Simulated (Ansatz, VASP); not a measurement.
## One calculation of Au3C, two programs

INCAR

```
ALGO     = Normal         # electronic algorithm
DIPOL    = 0.5 0.5 0.359
EDIFF    = 1E-7           # SCF threshold, eV
ENCUT    = 520            # plane-wave cutoff, eV
GGA      = PE             # functional
IDIPOL   = 3            
ISIF     = 2              # what is computed and relaxed
ISMEAR   = 0              # smearing method
LASPH    = True           # aspherical terms in the spheres
LCHARG   = False          # write CHGCAR
LDIPOL   = True         
LREAL    = False          # projectors in reciprocal space
LWAVE    = False          # write WAVECAR
NBANDS   = 26             # bands
NELM     = 60             # most SCF steps
PREC     = Accurate       # precision mode
SIGMA    = 0.1            # smearing width, eV
```

The input KPOINTS:

```
k-points
0
Gamma
  9 9 1
```

Contents of POSCAR:

```
Au3C
1.0
    2.9402049748      0.0000000000      0.0000000000
   -1.4701024874      2.5462922005      0.0000000000
    0.0000000000      0.0000000000     21.8974947720
Au C
3 1
Direct
    0.6666666667      0.3333333333      0.1826692981
    0.3333333333      0.6666666667      0.2945190844
    0.0000000000      0.0000000000      0.4063247812
    0.5555555556     -0.5555555556      0.5510901999
```

Input for Ansatz:

```yaml
crystal:
  lattice:
    - [2.9402049748, 0.0, 0.0]
    - [-1.4701024874, 2.5462922005, 0.0]
    - [0.0, 0.0, 21.897494772]
  atoms:
    - { symbol: Au, position: [0.6666666667, 0.3333333333, 0.1826692981] }
    - { symbol: Au, position: [0.3333333333, 0.6666666667, 0.2945190844] }
    - { symbol: Au, position: [0.0, 0.0, 0.4063247812] }
    - { symbol: C, position: [0.5555555556, -0.5555555556, 0.5510901999] }
basis:
  ecutwfc: 420
kpoints:
  mp_grid: { grid: [9, 9, 1] }
hamiltonian:
  xc: pbe
scf:
  occupations: { method: gaussian, width: 0.1 }
output:
  forces: true
  eigenvalues: true
efield:
  axis: 3
  dipole_correction: true
  ramp_width: 0.04
```

Alike in both runs: task single point; functional PBE; k mesh 9 × 9 × 1; occupations gaussian, width 0.1 eV; no spin polarisation.

```csv
,VASP,Ansatz
version,VASP 6.6.1,Ansatz 0.2.0
potentials or method,"VASP PAW PBE potentials, release 64 (Au, C), cutoff 520 eV","scalar-relativistic, plane waves, PAW"
valence electrons in the cell,37,61
```

|  | VASP | Ansatz | Ansatz less VASP |
| --- | --- | --- | --- |
| gap on the k mesh at the Fermi level (eV) | none | none | - |
| rms of the force components (eV/Å) | 0.171 | 0.171 | +0.0009 |

Atom by atom the forces differ by 0.003 eV/Å (rms over components). A gap of «none» marks a metal or a gap that the smearing closes. With one functional, cell and mesh, what is left measures potentials, basis and numerics. VASP's potentials hold 37 valence electrons a cell and Ansatz's 61, so a difference there can come from the potentials and not from the codes.

Neither program's run includes spin-orbit coupling.
